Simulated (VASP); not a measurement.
Runs of VASP 6.6.1 on Yb. The structure is that of space group Fd-3m (No. 227), or close to it. The cells are those of the table. 

| cell | gap on the mesh (eV) | pressure (GPa) |
| --- | --- | --- |
| a = 6.171 Å, angles 60.0°, 2 atoms | none | (a) |
| a = 6.080 Å, angles 60.0°, 2 atoms | none | 0.3 |
| a = 6.344 Å, angles 60.0°, 2 atoms | none | -0.2 |
| a = 6.509 Å, angles 60.0°, 2 atoms | none | -0.6 |
| a = 6.428 Å, angles 60.0°, 2 atoms | none | (b) |
| a = 6.259 Å, angles 60.0°, 2 atoms | none | 0.3 |
| a = 6.589 Å, angles 60.0°, 2 atoms | none | -0.5 |

Alike in all rows: task single point; level RPBE; potentials or basis VASP PAW PBE potentials, release 64 (Yb); no spin polarisation; k mesh 7 × 7 × 7; cutoff (eV) 520; smearing fermi-dirac 0.1 eV.

Problem. Estimate the missing entries.

Solution. (a) 0.5; (b) 0.1.

Caveats: the PAW data sets were made with another functional, which shifts forces and pressure a little; spin-orbit coupling is left out, which moves the levels of the heavy elements.

A k mesh can miss the band edges, and the runs leave out spin-orbit coupling on Yb.

A gap of «none» marks levels without a gap at the run's occupations.
